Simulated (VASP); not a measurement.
Input of a VASP 6.6.1 run:

INCAR

```
SYSTEM = Te8HPd4
PREC = Accurate
ENCUT = 520
EDIFF = 1E-6
ISMEAR = -1
SIGMA = 0.05
LREAL = .False.
LASPH = .True.
NELM = 100
ALGO = Normal
ISIF = 2
LWAVE = .False.
LCHARG = .True.
GGA = PS
LELF = .True.
LVHAR = .True.
NBANDS = 56
```

KPOINTS

```
Automatic mesh
0
Gamma
  3 3 2
  0 0 0
```

Contents of POSCAR:

```
Te8HPd4
1.0
   -2.0120000000      3.4848860000      5.1130000000
    4.0240000000      0.0000000000      5.1130000000
    4.0240000000      6.9697720000      0.0000000000
Te Pd H
8 4 1
Direct
    0.3328949085      0.9365163960      0.1914121716
    0.2003573974      0.5189267802      0.0418632505
    0.3381317339      0.9610272725      0.6702155328
    0.1631920861      0.5219438420      0.5946671116
    0.7700556994      0.4556043828      0.4216699878
    0.6842574122      0.0370803543      0.3043773776
    0.7813218953      0.4731079893      0.9006294991
    0.6812201494      0.0351694457      0.8284525575
    0.0114234902     -0.0155306680      0.0117493713
    0.0040992145      0.0198006486      0.5127161555
    0.4915575913      0.4698349376      0.2193583710
    0.4821678656      0.5359232747      0.7392063837
    0.1488008880      0.5593743516      0.3436046213
```

Potentials or basis: VASP PAW PBE potentials, release 64 (Te, Pd, H).

Launch:

```console
$ cat potpaw_PBE.64/Te/POTCAR potpaw_PBE.64/Pd/POTCAR potpaw_PBE.64/H/POTCAR > POTCAR
$ mpirun -np 1 vasp_std > vasp.out
```

Predict the pressure.

3.1 GPa.

What does it give for the largest force?

2.988 eV/Å.

Estimate the band gap on the k mesh.

zero (an odd number of electrons rules out a gap without spin polarisation).

Forces in eV/Å, atoms in the order of the input:
```
Te   0.311 -0.481 -0.315
Te   1.067 -0.162 -0.720
Te   1.765 -0.473  0.566
Te   0.314 -0.811  0.678
Te  -0.100 -0.303  0.328
Te  -0.660  1.059 -0.292
Te  -0.258  1.680  0.602
Te  -0.226  0.051  0.621
Pd  -0.260 -0.897  0.332
Pd  -0.804 -0.135 -0.928
Pd   1.730  0.391  0.610
Pd  -2.367 -0.602 -1.722
H   -0.511  0.682  0.240
```

Caveat: the k points lie up to 0.42 Å⁻¹ apart, too coarse for converged energies and pressures of a metal; the PAW data sets were made with another functional, which shifts forces and pressure a little; spin-orbit coupling is left out, which moves the levels of the heavy elements; an odd number of electrons without spin polarisation forces a metal; a magnetic or distorted state may lie lower.
